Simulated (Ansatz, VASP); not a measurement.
Hg in VASP and in Ansatz

```
CELL_PARAMETERS angstrom
5.80179 0.00000 0.14492
0.00000 5.56422 0.00000
-2.45912 0.00000 4.82748
ATOMIC_POSITIONS crystal
Hg 0.00000 0.00000 0.00000
Hg 0.00000 0.50000 0.50000
Hg 0.33335 0.49987 0.16669
Hg 0.66665 0.99987 0.33331
Hg 0.66665 0.50013 0.83331
Hg 0.33335 0.00013 0.66669
```

Alike in both runs: functional r2SCAN; k mesh 4 × 4 × 4; occupations gaussian, width 0.02 eV; no spin polarisation.

Ansatz relaxed the structure, and its values are those at the end. VASP's run is a single point on that final structure, the one shown.

|  | VASP | Ansatz |
| --- | --- | --- |
| version | VASP 6.6.1 | Ansatz 0.2.0 |
| potentials or method | VASP PAW PBE potentials, release 64 (Hg), cutoff 520 eV | scalar-relativistic, plane waves, PAW |
| valence electrons in the cell | 72 | 120 |

|  | VASP | Ansatz | Ansatz less VASP |
| --- | --- | --- | --- |
| gap on the k mesh at the Fermi level (eV) | none | none | - |
| pressure (GPa) | 0.2 | 0.0 | -0.24 |

VASP's potentials were made for PBE, not for r2SCAN. A gap of «none» marks a metal or a gap that the smearing closes. VASP's potentials hold 72 valence electrons a cell and Ansatz's 120, so a difference there can come from the potentials and not from the codes.

Spin-orbit coupling is off throughout.
